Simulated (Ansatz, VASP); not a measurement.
**LiCl in VASP and in Ansatz**

```
Li Cl
1.0
     0.00000    2.56476    2.46217
     2.56476    0.00000    2.46217
     2.56476    2.56476    0.00000
Li Cl
1 1
Direct
  0.00000 0.00000 0.00000
  0.50000 0.50000 0.50000
```

Change from the starting cell: strain +0.000 along x and y, -0.040 along z, atoms carried along.

Alike in both runs: task single point; functional PBE; k mesh 8 × 8 × 8; occupations gaussian, width 0.05 eV; no spin polarisation.

|  | VASP | Ansatz |
| --- | --- | --- |
| version | VASP 6.6.1 | Ansatz 0.2.0 |
| potentials or method | VASP PAW PBE potentials, release 64 (Li_sv, Cl), cutoff 520 eV | scalar-relativistic, plane waves, PAW |
| valence electrons in the cell | 10 | 10 |

|  | VASP | Ansatz | Ansatz less VASP |
| --- | --- | --- | --- |
| gap on the k mesh at the Fermi level (eV) | 6.54 | 6.53 | -0.013 |
| least direct gap on the mesh (eV) | 6.54 | 6.53 | -0.013 |

With one functional, cell and mesh, what is left measures potentials, basis and numerics.

Noted on VASP's run: the cutoff is under 1.25 times that of the potentials, so the pressure is a little rough.
